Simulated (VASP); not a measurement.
# FeCo3 (Pm-3m) in VASP: settings compared

FeCo3 is run at these levels: PBEsol, r2SCAN; tasks: single point, relaxation of cell and atoms.

Program: VASP 6.6.1. These are calculated values, not measurements. Logs are shortened: lines on timing, memory, paths and dates and some standing lists are left out, and cuts for length are marked.

**1. The cell of the first run**

It takes space group Pm-3m (No. 221, cubic). The conventional cell has a = 3.405 Å, b = 3.405 Å, c = 3.405 Å, α = 90.00°, β = 90.00°, γ = 90.00°. Fe (site symmetry m-3m) has 12 Co at 2.41 Å within 3.2 Å. Within 3.2 Å of Co (site symmetry 4/mmm) lie 4 Fe at 2.41 Å and 8 Co at 2.41 Å.

**2. Single point, PBEsol**

File INCAR:

```
SYSTEM = FeCo3
ALGO = Fast
EDIFF = 1E-7
ENCUT = 520
GGA = PS
ISIF = 2
ISMEAR = 0
LASPH = .TRUE.
LCHARG = .FALSE.
LREAL = .FALSE.
LWAVE = .FALSE.
NBANDS = 26
NELM = 100
PREC = Accurate
SIGMA = 0.1
```

File KPOINTS:

```
k-points
0
G
  12 12 12
  0 0 0
```

File POSCAR:

```
FeCo3
1.0
    3.4052494704      0.0000000000      0.0000000000
    0.0000000000      3.4052494704      0.0000000000
    0.0000000000      0.0000000000      3.4052494704
Fe Co
1 3
Direct
    0.0000000000      0.0000000000      0.0000000000
    0.5000000000      0.5000000000      0.0000000000
    0.5000000000      0.0000000000      0.5000000000
    0.0000000000      0.5000000000      0.5000000000
```

Potentials or basis: VASP PAW PBE potentials, release 64 (Fe, Co).

Command:

```console
> cat potpaw_PBE.64/Fe/POTCAR potpaw_PBE.64/Co/POTCAR > POTCAR
> mpirun -np 1 vasp_std > vasp.out
```

OUTCAR:

```text
SYSTEM = FeCo3
   EDIFF = 1E-7
   ENCUT = 520
   GGA = PS
   ISIF = 2
   ISMEAR = 0
   LASPH = .TRUE.
   LREAL = .FALSE.
   NELM = 100
   PREC = Accurate

 ion  position               nearest neighbor table
   1  0.000  0.000  0.000-   2 2.41   3 2.41   4 2.41   3 2.41   4 2.41   2 2.41   4 2.41   4 2.41
                             2 2.41   3 2.41   3 2.41   2 2.41
   2  0.500  0.500  0.000-   1 2.41   3 2.41   4 2.41   3 2.41   4 2.41   1 2.41   3 2.41   3 2.41
                             1 2.41   4 2.41   4 2.41   1 2.41
   3  0.500  0.000  0.500-   1 2.41   2 2.41   4 2.41   1 2.41   2 2.41   2 2.41   4 2.41   2 2.41
                             1 2.41   4 2.41   1 2.41   4 2.41
   4  0.000  0.500  0.500-   1 2.41   2 2.41   3 2.41   1 2.41   2 2.41   1 2.41   3 2.41   1 2.41
                             2 2.41   3 2.41   2 2.41   3 2.41

  LATTYP: Found a simple cubic cell.
 ALAT       =     3.4052494704

  Lattice vectors:

 A1 = (   3.4052494704,   0.0000000000,   0.0000000000)
 A2 = (   0.0000000000,   3.4052494704,   0.0000000000)
 A3 = (   0.0000000000,   0.0000000000,   3.4052494704)

Analysis of symmetry for initial positions (statically):
=====================================================================
 Subroutine PRICEL returns:
 Original cell was already a primitive cell.

 Routine SETGRP: Setting up the symmetry group for a
 simple cubic supercell.

 Subroutine GETGRP returns: Found 48 space group operations
 (whereof 48 operations were pure point group operations)
 out of a pool of 48 trial point group operations.

The static configuration has the point symmetry O_h .

Analysis of symmetry for dynamics (positions and initial velocities):
=====================================================================
 Subroutine PRICEL returns:
 Original cell was already a primitive cell.

 Routine SETGRP: Setting up the symmetry group for a
 simple cubic supercell.

 Subroutine GETGRP returns: Found 48 space group operations
 (whereof 48 operations were pure point group operations)
 out of a pool of 48 trial point group operations.

The dynamic configuration has the point symmetry O_h .

 Subroutine INISYM returns: Found 48 space group operations
 (whereof 48 operations are pure point group operations),
 and found     1 'primitive' translations

----------------------------------------------------------------------------------------

                                     Primitive cell

[... 95 lines left out ...]
   LREAL  =      F    real-space projection
   EDIFFG = 0.1E-05   stopping-criterion for IOM
   NSW    =      0    number of steps for IOM
   IBRION =     -1    ionic relax: 0-MD 1-quasi-New 2-CG
   NFREE  =      0    steps in history (QN), initial steepest desc. (CG)
   ISIF   =      2    stress and relaxation
   ISYM   =      2    0-nonsym 1-usesym 2-fastsym
   POTIM  = 0.5000    time-step for ionic-motion
   TEBEG  =    0.0;   TEEND  =   0.0 temperature during run
   PSTRESS=    0.0 pullay stress
   NELECT =      35.0000    total number of electrons
   NUPDOWN=      -1.0000    fix difference up-down
   EMIN   =  10.00;   EMAX   =-10.00  energy-range for DOS
   EFERMI =   0.00;   METHOD = LEGACY
   ISMEAR =     0;   SIGMA  =   0.10  broadening in eV -4-tet -1-fermi 0-gaus
   EFERMI_NEDOS =   21; number of points for ismear=-14 and -15
   IALGO  =     68    algorithm
   IMIX   =      4    mixing-type and parameters
     AMIX     =   0.40;   BMIX     =  1.00
     AMIX_MAG =   1.60;   BMIX_MAG =  1.00
  volume/ion in A,a.u.               =       9.87        66.62
  Fermi-wavevector in a.u.,A,eV,Ry     =   1.572589  2.971762 33.647702  2.473036
  Thomas-Fermi vector in A             =   2.674001
   LORBIT       =      0    0 simple, 1 ext, 2 COOP (PROOUT), +10 PAW based schemes
   GGA     = PS    functional components
   LHFCALC =     F    Hartree Fock is set to
   AEXX    =    0.0000 exact exchange contribution
   IVDW    =     0    specifies the selected vdW correction
   LEPSILON=     F    determine dielectric tensor
   LRPA    =     F    only Hartree local field effects (RPA)
 non-spin polarized calculation
 RMM-DIIS sequential band-by-band and
 Gauss-broadening in eV      SIGMA  =   0.10
  energy-cutoff  :      520.00
  volume of cell :       39.49
 maximum number of plane-waves:      1081
 NGX is ok and might be reduce to    28
   NGX = 13   NGY = 13   NGZ = 13

 number of electron      35.0000027 magnetization

 Free energy of the ion-electron system (eV)
  ---------------------------------------------------
  ext. energy  EPLUGINS =         0.00000000
  ---------------------------------------------------
  free energy    TOTEN  =       -31.62194079 eV

  energy without entropy =      -31.58490412  energy(sigma->0) =      -31.60342245

 E-fermi :  10.3510     XC(G=0): -14.1617

 val. band max:       10.3501966206   @ k =   0.4167   0.3333   0.0833
 cond. band min:      10.3549756434   @ k =   0.2500   0.2500   0.0000
 fundamental gap:      0.0047790228
 Fermi energy:        10.3510318534

 k-point     1 :       0.0000    0.0000    0.0000
  band No.  band energies     occupation
      1       0.9529      2.00000
      2       5.1200      2.00000
      3       5.1200      2.00000
      4       5.1969      2.00000
      5       5.8569      2.00000
      6       5.8569      2.00000
[... 685 lines left out ...]
     25      20.4015      0.00000
     26      22.8443      0.00000

 [... further k-points ...]

------------------------ aborting loop because EDIFF is reached ----------------------------------------

  FORCE on cell =-STRESS in cart. coord.  units (eV):
  Direction    XX          YY          ZZ          XY          YZ          ZX
  --------------------------------------------------------------------------------------
  -------------------------------------------------------------------------------------
  Total       -0.2270268     -0.2270268     -0.2270268     -0.0000000     -0.0000000      0.0000000
  in kB       -9.2117228     -9.2117228     -9.2117228     -0.0000000     -0.0000000      0.0000000
  external PRESSURE =      -9.2117228 kB  Pullay stress =       0.0000000 kB

 VOLUME and BASIS-vectors are now :
 -----------------------------------------------------------------------------
  energy-cutoff  :      520.00
  volume of cell :       39.49
      direct lattice vectors                 reciprocal lattice vectors
     3.405249470  0.000000000  0.000000000     0.293664241  0.000000000  0.000000000
     0.000000000  3.405249470  0.000000000     0.000000000  0.293664241  0.000000000
     0.000000000  0.000000000  3.405249470     0.000000000  0.000000000  0.293664241

 POSITION                                       TOTAL-FORCE (eV/Angst)
 -----------------------------------------------------------------------------------
      0.00000      0.00000      0.00000         0.000000      0.000000      0.000000
      1.70262      1.70262      0.00000         0.000000      0.000000      0.000000
      1.70262      0.00000      1.70262         0.000000      0.000000      0.000000
      0.00000      1.70262      1.70262         0.000000      0.000000      0.000000
 -----------------------------------------------------------------------------------
    total drift:                                0.000000      0.000000      0.000000

  FREE ENERGIE OF THE ION-ELECTRON SYSTEM (eV)
  ---------------------------------------------------
  free  energy   TOTEN  =       -31.6219407903 eV

  energy  without entropy=      -31.5849041166  energy(sigma->0) =      -31.60342245
```

stdout:

```text
POSCAR found type information on POSCAR FeCo
 POSCAR found :  2 types and       4 ions
 scaLAPACK will be used
 -----------------------------------------------------------------------------
|                                                                             |
|                                                                             |
|     You enforced a specific xc type in the INCAR file but a different       |
|     I HOPE YOU KNOW WHAT YOU ARE DOING!                                     |
|                                                                             |
 -----------------------------------------------------------------------------

 LDA part: xc-table for (Slater+PW92), standard interpolation
 POSCAR, INCAR and KPOINTS ok, starting setup
 FFT: planning ... GRIDC
 FFT: planning ... GRID_SOFT
 FFT: planning ... GRID
 WAVECAR not read
 entering main loop
WARNING in EDDRMM: call to ZHEGV failed, returncode =   8  4     26
```

Wall time 52 s (1 thread of Intel Xeon 6975P-C (Granite Rapids), shared host); peak memory 0.21 GiB.

What came out:

```
Free energy            : -31.6219 eV
Pressure               : -0.9 GPa
Band gap on the k mesh : zero (an odd number of electrons rules out a gap without spin polarisation)
```

Levels at points of the mesh, in eV from the Fermi level:
| k point | band 15 | band 16 | band 17 | band 18 | band 19 | band 20 | band 21 | band 22 |
| --- | --- | --- | --- | --- | --- | --- | --- | --- |
| (0.00, 0.00, 0.00) | 0.55 | 0.55 | 0.61 | 0.61 | 0.95 | 0.95 | 0.95 | 2.91 |
| (0.50, 0.00, 0.00) | -0.80 | -0.72 | -0.72 | -0.42 | -0.19 | 0.13 | 0.55 | 0.95 |
| (0.50, 0.50, 0.00) | -1.27 | -0.78 | -0.74 | -0.72 | -0.40 | -0.40 | 2.11 | 2.11 |
| (0.50, 0.50, 0.50) | -0.13 | -0.13 | 0.30 | 0.30 | 0.30 | 0.62 | 0.62 | 0.62 |

Caveat: the PAW data sets were made with another functional, which shifts forces and pressure a little; the run has no spin polarisation, though such a crystal can be magnetic. Spin polarisation is off, so any magnetic state and its effect on volume and gap are missing.

**3. Single point, PBEsol**

This run uses another cell than the first one, of 11.05 Å³/atom.

File INCAR:

```
ALGO     = Fast           # electronic algorithm
EDIFF    = 1E-7           # SCF threshold, eV
ENCUT    = 520            # plane-wave cutoff, eV
GGA      = PS             # functional
ISIF     = 2              # what is computed and relaxed
ISMEAR   = 0              # smearing method
LASPH    = True           # aspherical terms in the spheres
LCHARG   = False          # write CHGCAR
LREAL    = False          # projectors in reciprocal space
LWAVE    = False          # write WAVECAR
NBANDS   = 26             # bands
NELM     = 80             # most SCF steps
PREC     = Accurate       # precision mode
SIGMA    = 0.1            # smearing width, eV
```

File KPOINTS:

```
k-points
0
Gamma
  12 12 12
```

File POSCAR:

```
FeCo3
1.0
    3.5357026200      0.0000000000      0.0000000000
    0.0000000000      3.5357026200      0.0000000000
    0.0000000000      0.0000000000      3.5357026200
Fe Co
1 3
Direct
    0.0000000000      0.0000000000      0.0000000000
    0.5000000000      0.5000000000      0.0000000000
    0.5000000000      0.0000000000      0.5000000000
    0.0000000000      0.5000000000      0.5000000000
```

Potentials or basis: VASP PAW PBE potentials, release 64 (Fe, Co).

Command:

```console
> cat potpaw_PBE.64/Fe/POTCAR potpaw_PBE.64/Co/POTCAR > POTCAR
> mpirun -np 1 vasp_std > vasp.out
```

Wall time 51 s (1 thread of Intel Xeon 6975P-C (Granite Rapids), shared host); peak memory 0.21 GiB.

It converged, with:

```yaml
Free_energy: -31.1830 eV
Pressure: -26.0 GPa
Band_gap_on_the_k_mesh: zero (an odd number of electrons rules out a gap without spin polarisation)
```

Levels at points of the mesh, in eV from the Fermi level:
| k point | band 15 | band 16 | band 17 | band 18 | band 19 | band 20 | band 21 | band 22 |
| --- | --- | --- | --- | --- | --- | --- | --- | --- |
| (0.00, 0.00, 0.00) | 0.45 | 0.45 | 0.51 | 0.51 | 0.80 | 0.80 | 0.80 | 2.74 |
| (0.50, 0.00, 0.00) | -0.67 | -0.60 | -0.60 | -0.35 | -0.16 | 0.11 | 0.46 | 0.80 |
| (0.50, 0.50, 0.00) | -1.07 | -0.65 | -0.62 | -0.61 | -0.34 | -0.34 | 1.81 | 1.81 |
| (0.50, 0.50, 0.50) | -0.02 | -0.02 | 0.25 | 0.25 | 0.25 | 0.52 | 0.52 | 0.52 |

Caveat: the cell stands under tension; the PAW data sets were made with another functional, which shifts forces and pressure a little; the run has no spin polarisation, though such a crystal can be magnetic. Spin polarisation is off, so any magnetic state and its effect on volume and gap are missing.

**4. Single point, r2SCAN**

This run uses another cell than the first one, of 11.05 Å³/atom.

POSCAR is that of step 3.

File INCAR.step1:

```
SYSTEM = FeCo3
PREC = Accurate
ENCUT = 520
ISMEAR = 0
SIGMA = 0.1
LREAL = .FALSE.
LASPH = .TRUE.
NELM = 80
NBANDS = 26
GGA = PE
ALGO = Normal
EDIFF = 1E-4
LWAVE = .TRUE.
LCHARG = .FALSE.
```

File INCAR.step2:

```
SYSTEM = FeCo3
PREC = Accurate
ENCUT = 520
EDIFF = 1E-7
ISMEAR = 0
SIGMA = 0.1
LREAL = .FALSE.
LASPH = .TRUE.
NELM = 80
ALGO = Normal
ISIF = 2
LWAVE = .FALSE.
LCHARG = .FALSE.
METAGGA = R2SCAN
LMIXTAU = .TRUE.
NBANDS = 26
ISTART = 1
```

File KPOINTS:

```
regular mesh
0
G
  12 12 12
  0 0 0
```

Command:

```console
> cat potpaw_PBE.64/Fe/POTCAR potpaw_PBE.64/Co/POTCAR > POTCAR
> cp INCAR.step1 INCAR
> mpirun -np 1 vasp_std > vasp.out
> cp INCAR.step2 INCAR
> mpirun -np 1 vasp_std > vasp.out
```

It took 2.7 min on 1 thread of Intel Xeon 6975P-C (Granite Rapids), shared host; peak memory 0.23 GiB.

The run converged. Its results:

| Quantity | Value |
| --- | --- |
| Free energy | -51.4561 eV |
| Pressure | -24.1 GPa |
| Band gap on the k mesh | zero (an odd number of electrons rules out a gap without spin polarisation) |

Levels at points of the mesh, in eV from the Fermi level:
| k point | band 14 | band 15 | band 16 | band 17 | band 18 | band 19 | band 20 | band 21 | band 22 | band 23 |
| --- | --- | --- | --- | --- | --- | --- | --- | --- | --- | --- |
| (0.00, 0.00, 0.00) | 0.44 | 0.44 | 0.53 | 0.53 | 0.53 | 0.87 | 0.87 | 0.87 | 2.85 | 2.85 |
| (0.50, 0.00, 0.00) | -0.82 | -0.75 | -0.55 | -0.55 | -0.41 | -0.26 | 0.06 | 0.53 | 0.87 | 8.72 |
| (0.50, 0.50, 0.00) | -1.18 | -1.17 | -0.71 | -0.59 | -0.55 | -0.28 | -0.28 | 1.88 | 1.88 | 2.19 |
| (0.50, 0.50, 0.50) | -0.07 | -0.07 | -0.07 | 0.27 | 0.27 | 0.27 | 0.53 | 0.53 | 0.54 | 0.54 |

Caveat: the cell stands under tension; the PAW data sets were made with another functional, which shifts forces and pressure a little; the run has no spin polarisation, though such a crystal can be magnetic. Spin polarisation is off, so any magnetic state and its effect on volume and gap are missing.

**5. Relaxation of cell and atoms, PBEsol**

This run uses another cell than the first one, of 11.05 Å³/atom.

File INCAR:

```
PREC     = Accurate       # precision mode
ENCUT    = 600            # plane-wave cutoff, eV
EDIFF    = 1E-6           # SCF threshold, eV
ISMEAR   = 0              # smearing method
SIGMA    = 0.1            # smearing width, eV
LREAL    = False          # projectors in reciprocal space
LASPH    = True           # aspherical terms in the spheres
NELM     = 80             # most SCF steps
ALGO     = Fast           # electronic algorithm
ISIF     = 3              # what is computed and relaxed
LWAVE    = False          # write WAVECAR
LCHARG   = False          # write CHGCAR
GGA      = PS             # functional
IBRION   = 2              # ionic algorithm
NSW      = 80             # ionic steps
EDIFFG   = -0.01          # ionic threshold
```

File KPOINTS:

```
regular mesh
0
Gamma
  12 12 12
```

POSCAR is that of step 4.

Command:

```console
> cat potpaw_PBE.64/Fe/POTCAR potpaw_PBE.64/Co/POTCAR > POTCAR
> mpirun -np 1 vasp_std > vasp.out
```

It took 5.6 min on 1 thread of Intel Xeon 6975P-C (Granite Rapids), shared host; peak memory 0.24 GiB.

The run converged. Its results:

| Property | Result |
| --- | --- |
| Free energy | -31.6240 eV |
| Relaxed volume | 9.84 Å³/atom |
| Relaxed cell | a = 3.401 Å, b = 3.401 Å, c = 3.401 Å, α = 90.00°, β = 90.00°, γ = 90.00° |
| Space group after relaxing (to 0.1 Å) | Pm-3m (No. 221) |
| Energy gained by relaxing | 110.5 meV/atom |
| Ionic steps | 9 |
| Pressure after relaxing | 0.0 GPa |
| Band gap on the k mesh | zero (an odd number of electrons rules out a gap without spin polarisation) |

The path:
| step | energy change (eV) | largest force (eV/Å) | pressure (GPa) | volume (Å³) |
| --- | --- | --- | --- | --- |
| 1 | 0.0000 | 0.0000 | -26.07 | 44.20 |
| 2 | 0.5839 | 0.0000 | 66.88 | 33.67 |
| 3 | 0.6124 | 0.0000 | 4.91 | 39.54 |
| 4 | -0.4149 | 0.0000 | -5.85 | 40.19 |
| 5 | -0.4367 | 0.0000 | -3.51 | 39.84 |
| 6 | -0.4390 | 0.0000 | -2.68 | 39.71 |
| 7 | -0.4402 | 0.0000 | -2.11 | 39.63 |
| 8 | -0.4420 | 0.0000 | -0.37 | 39.40 |
| 9 | -0.4420 | 0.0000 | 0.01 | 39.35 |

Final structure:
```cif
data_structure
_symmetry_space_group_name_H-M 'P 1'
_symmetry_Int_Tables_number 1
_cell_length_a 3.4014
_cell_length_b 3.4014
_cell_length_c 3.4014
_cell_angle_alpha 90.000
_cell_angle_beta 90.000
_cell_angle_gamma 90.000
_cell_volume 39.35
loop_
_atom_site_label
_atom_site_type_symbol
_atom_site_fract_x
_atom_site_fract_y
_atom_site_fract_z
_atom_site_occupancy
Fe1 Fe 0.00000 0.00000 0.00000 1
Co1 Co 0.50000 0.50000 0.00000 1
Co2 Co 0.50000 0.00000 0.50000 1
Co3 Co 0.00000 0.50000 0.50000 1
```

Levels at points of the mesh, in eV from the Fermi level:
```
           k point  band 16  band 17  band 18  band 19  band 20  band 21
(0.00, 0.00, 0.00)     0.55     0.61     0.61     0.96     0.96     0.96
(0.50, 0.00, 0.00)    -0.72    -0.72    -0.43    -0.19     0.13     0.55
(0.50, 0.50, 0.00)    -0.79    -0.74    -0.72    -0.40    -0.40     2.12
(0.50, 0.50, 0.50)    -0.14     0.30     0.30     0.30     0.62     0.62
```

Caveat: the PAW data sets were made with another functional, which shifts forces and pressure a little; the run has no spin polarisation, though such a crystal can be magnetic.

**6. Overview**

| task | level | cell | cutoff (eV) | gap on the mesh (eV) | pressure (GPa) |
| --- | --- | --- | --- | --- | --- |
| single point | PBEsol | a = 3.405 Å, 4 atoms | 520 | none | -0.9 |
| single point | PBEsol | a = 3.536 Å, 4 atoms | 520 | none | -26.0 |
| single point | r2SCAN | a = 3.536 Å, 4 atoms | 520 | none | -24.1 |
| relaxation of cell and atoms | PBEsol | relaxed from a = 3.536 Å, 4 atoms | 600 | none | 0.0 |

Alike in all rows: potentials or basis VASP PAW PBE potentials, release 64 (Fe, Co); no spin polarisation; k mesh 12 × 12 × 12; smearing gaussian 0.1 eV.

Caveats: the PAW data sets were made with another functional, which shifts forces and pressure a little; the run has no spin polarisation, though such a crystal can be magnetic; the cell stands under tension (at least some runs).

Absolute energies hang on the potentials; compare differences alone.
